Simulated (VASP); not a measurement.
Here is a VASP 6.6.1 calculation.

File POSCAR:

```
GaSb
1.0
    3.0662848511      3.0662848511      0.0000000000
   -3.0662848511      3.0662848511      0.0000000000
    0.0000000000      3.0662848511      3.0662848511
Ga Sb
1 1
Direct
    0.0000000000      0.0000000000      0.0000000000
    0.7500000000      0.2500000000      0.5000000000
```

Contents of INCAR.step1:

```
SYSTEM = GaSb
  PREC = Accurate
  ENCUT = 600
  ISMEAR = 0
  SIGMA = 0.01
  LREAL = .FALSE.
  LASPH = .TRUE.
  NELM = 80
  GGA = PE
  ALGO = Normal
  EDIFF = 1E-4
  LWAVE = .TRUE.
  LCHARG = .FALSE.
```

INCAR.step2

```
SYSTEM = GaSb
  PREC = Accurate
  ENCUT = 600
  EDIFF = 1E-6
  ISMEAR = 0
  SIGMA = 0.01
  LREAL = .FALSE.
  LASPH = .TRUE.
  NELM = 80
  ALGO = Normal
  ISIF = 3
  LWAVE = .FALSE.
  LCHARG = .FALSE.
  METAGGA = R2SCAN
  LMIXTAU = .TRUE.
  IBRION = 2
  NSW = 100
  EDIFFG = -0.002
  PSTRESS = 100.0
  ISTART = 1
```

File KPOINTS:

```
Automatic mesh
0
G
  6 6 6
  0 0 0
```

Potentials or basis: VASP PAW PBE potentials, release 64 (Ga_d, Sb).

Launch:

```sh
$ cat potpaw_PBE.64/Ga_d/POTCAR potpaw_PBE.64/Sb/POTCAR > POTCAR
$ cp INCAR.step1 INCAR
$ mpirun -np 1 vasp_std > vasp.out
$ cp INCAR.step2 INCAR
$ mpirun -np 1 vasp_std > vasp.out
```

Question: Estimate the relaxed cell.

Answer: a = 4.146 Å, b = 4.146 Å, c = 4.146 Å, α = 60.00°, β = 60.00°, γ = 90.00°.

Question: Predict the band gap on the k mesh.

Answer: 0.94 eV, indirect (least direct gap 1.46 eV).

Question: What does it give for the relaxed volume?

Answer: 25.19 Å³/atom.

Question: What does it give for the space group after relaxing (to 0.05 Å)?

Answer: F-43m (No. 216).

Step by step:
```csv
step,energy change (eV),largest force (eV/Å),pressure (GPa),volume (Å³)
1,0.0000,0.0000,0.02,57.66
2,0.9165,0.0000,27.44,43.93
3,0.1895,0.0000,9.67,50.56
4,0.1984,0.0000,9.95,50.41
5,0.2071,0.0000,10.22,50.27
6,0.1931,0.0000,9.79,50.50
7,0.2011,0.0000,10.03,50.37
8,0.2000,0.0000,10.01,50.39
```

Caveat: the cell is relaxed towards a set pressure, so the enthalpy falls and the energy may rise; the PAW data sets were made with another functional, which shifts forces and pressure a little; spin-orbit coupling is left out, which moves the levels of the heavy elements. A k mesh can miss the band edges.
